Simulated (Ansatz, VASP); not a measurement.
Ga in VASP and in Ansatz

```
Ga
1.0
    -1.38996    1.38996    2.22900
     1.38996   -1.38996    2.22900
     1.38996    1.38996   -2.22900
Ga
1
Direct
  0.00000 0.00000 0.00000
```

Change from the starting cell: equal xx and yy strain of -1 %, crystal datasets.

Alike in both runs: task electric field gradients; functional PBEsol; k mesh 16 × 16 × 16; occupations fermi-dirac, width 0.03 eV; no spin polarisation.

|  | VASP | Ansatz |
| --- | --- | --- |
| version | VASP 6.6.1 | Ansatz 0.2.0 |
| potentials or method | VASP PAW PBE potentials, release 64 (Ga_d), cutoff 520 eV | all-electron PAW with datasets made for the crystal, scalar-relativistic |

Ansatz gave:

```
pressure (GPa)                                                : 2.0
traceless stress, the component that is largest in VASP (GPa) : -1.45
size of Vzz on the site where it differs most (V/Å²)          : 26.5
```

Q: Which values does VASP return?

A: Pressure (GPa): 2.1; traceless stress, the component that is largest in VASP (GPa): -1.45; size of Vzz on the site where it differs most (V/Å²): 25.1.

VASP's potentials were made for PBE, not for PBEsol. Ansatz ran all-electron here, and VASP with PAW potentials.
